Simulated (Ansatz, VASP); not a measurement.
# Two plane-wave programs on SnSe2

```
Sn Se
1.0
     3.82515    0.07650    0.00000
    -1.84632    3.27443    0.00000
     0.00000    0.00000    6.22708
Sn Se
1 2
Cartesian
  0.0000 0.0000 0.0000
  0.0498 2.2079 1.5760
  1.9291 1.1431 4.6511
```

Change from the starting cell: shear_xy strain +4.0%.

Alike in both runs: task single point; functional PBE; k mesh 12 × 12 × 4; occupations fermi-dirac, width 0.02 eV; no spin polarisation.

```csv
,VASP,Ansatz
version,VASP 6.6.1,Ansatz 0.2.0
potentials or method,"VASP PAW PBE potentials, release 64 (Sn_d, Se)","plane waves, PAW"
plane-wave cutoff (eV),520,420
valence electrons in the cell,26,46
```

Ansatz gave:

```
pressure (GPa)                                                : 3.0
traceless stress, the component that is largest in VASP (GPa) : -1.51
rms of the force components (eV/Å)                            : 0.124
```

Question: What did VASP give for the same quantities?

Answer: Pressure (GPa): 3.0; traceless stress, the component that is largest in VASP (GPa): -1.51; rms of the force components (eV/Å): 0.131.

Atom by atom the forces differ by 0.007 eV/Å (rms over components). VASP's potentials hold 26 valence electrons a cell and Ansatz's 46, so a difference there can come from the potentials and not from the codes.
